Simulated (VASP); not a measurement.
Here is a VASP 6.6.1 calculation.

Contents of INCAR:

```
  PREC = Accurate
  ENCUT = 520
  EDIFF = 1E-7
  ISMEAR = 0
  SIGMA = 0.05
  LREAL = F
  LASPH = T
  NELM = 60
  ALGO = Normal
  ISIF = 2
  LWAVE = F
  LCHARG = F
  GGA = PE
  NBANDS = 16
```

File KPOINTS:

```
Automatic mesh
0
Gamma
  12 12 8
```

POSCAR

```
AlN
1.0
    3.1101990211      0.0000000000      0.0000000000
   -1.5550995105      2.6935113631      0.0000000000
    0.0000000000      0.0000000000      4.9812572505
Al N
2 2
Direct
    0.3333333333      0.6666666667      0.0016257142
    0.6666666667      0.3333333333      0.5016257142
    0.3333333333      0.6666666667      0.3833742858
    0.6666666667      0.3333333333      0.8833742858
```

Potentials or basis: VASP PAW PBE potentials, release 64 (Al, N).

Command:

```bash
$ cat potpaw_PBE.64/Al/POTCAR potpaw_PBE.64/N/POTCAR > POTCAR
$ mpirun -np 1 vasp_std > vasp.out
```

Task: Predict the largest force.

Result: 0.005 eV/Å.

Task: Predict the pressure.

Result: 3.8 GPa.

Task: What does it give for the band gap on the k mesh?

Result: 4.21 eV.

Forces on the atoms (eV/Å):
```
Al   0.000  0.000 -0.005
Al   0.000  0.000 -0.005
N    0.000  0.000  0.005
N    0.000  0.000  0.005
```

Caveat: the cell stands under pressure. A k mesh can miss the band edges.
